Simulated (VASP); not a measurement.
# Ti: single point with PBE

The system is Ti.

```
Ti
1.0
     2.81629    0.00000    0.00000
    -1.40815    2.43898    0.00000
     0.00000    0.00000    4.45757
Ti
2
Direct
  0.33333 0.66667 0.25000
  0.66667 0.33333 0.75000
```

This cell differs from its parent crystal: volume scaled by 0.88.

```yaml
Program: VASP 6.6.1
Task: single point
Functional: PBE
Potentials_or_basis: VASP PAW PBE potentials, release 64 (Ti_sv)
Cutoff: 520 eV
k_mesh: 20 × 20 × 11
Occupations: fermi-dirac, width 0.05 eV
Spin: collinear spin, ferromagnetic start
Starting_moments: "[1.0, 1.0] μB"
Dipole_correction: no
Further_INCAR_settings: ALGO = Normal; EDIFF = 1e-06; NBANDS = 23
```

The pressure is 17.4 GPa. The band gap on the k mesh is zero (filled and empty bands overlap). The net moment is 0.00 μB per cell and the valence electrons inside the program's atomic spheres are Ti 10.41.

Stress tensor (GPa, compression positive):
```
17.24  0.00  0.00
 0.00 17.24  0.00
 0.00  0.00 17.59
```

Levels at points of the mesh, in eV from the Fermi level:
Spin up:
```tsv
k point	band 8	band 9	band 10	band 11	band 12	band 13	band 14	band 15	band 16	band 17
(0.00, 0.00, 0.00)	-32.34	-6.50	-3.03	0.82	0.82	0.97	1.18	1.42	1.42	1.84
(0.50, 0.00, 0.00)	-32.45	-2.57	-2.52	-2.21	-0.47	0.48	0.75	1.37	3.89	4.17
```
Spin down:
| k point | band 8 | band 9 | band 10 | band 11 | band 12 | band 13 | band 14 | band 15 | band 16 | band 17 |
| --- | --- | --- | --- | --- | --- | --- | --- | --- | --- | --- |
| (0.00, 0.00, 0.00) | -32.34 | -6.50 | -3.03 | 0.82 | 0.82 | 0.98 | 1.18 | 1.42 | 1.42 | 1.84 |
| (0.50, 0.00, 0.00) | -32.45 | -2.57 | -2.52 | -2.21 | -0.47 | 0.48 | 0.75 | 1.37 | 3.89 | 4.17 |

It took 4.2 min on 1 thread of Intel Xeon 6975P-C (shared host), peak memory 0.36 GiB.
